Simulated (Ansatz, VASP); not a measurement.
One calculation of SnO2, two programs

```
CELL_PARAMETERS angstrom
4.73800 0.00000 0.00000
0.00000 4.73800 0.00000
0.00000 0.00000 3.18650
ATOMIC_POSITIONS crystal
Sn 0.00000 0.00000 0.00000
Sn 0.50000 0.50000 0.50000
O 0.30540 0.30540 0.00000
O 0.19460 0.80540 0.50000
O 0.69460 0.69460 0.00000
O 0.80540 0.19460 0.50000
```

Alike in both runs: functional PBE; k mesh 4 × 4 × 6; occupations fermi-dirac, width 0.02 eV; no spin polarisation.

Ansatz relaxed the structure, and its values are those at the end. VASP's run is a single point on that final structure, the one shown.

|  | VASP | Ansatz |
| --- | --- | --- |
| version | VASP 6.6.1 | Ansatz 0.2.0 |
| potentials or method | VASP PAW PBE potentials, release 64 (Sn_d, O) | plane-wave PAW, scalar-relativistic |
| plane-wave cutoff (eV) | 520 | 420 |
| valence electrons in the cell | 52 | 52 |

Ansatz gave:

* gap on the k mesh at the Fermi level (eV): 1.24
* pressure (GPa): 10.7
* rms of the force components (eV/Å): 0.000

Q: Estimate VASP's values.

A: gap on the k mesh at the Fermi level (eV): 1.23; pressure (GPa): 11.4; rms of the force components (eV/Å): 0.007.

The functional is the same, so the differences come from potentials, cutoffs and numerics. Ansatz's warnings: stress scf threshold loose.
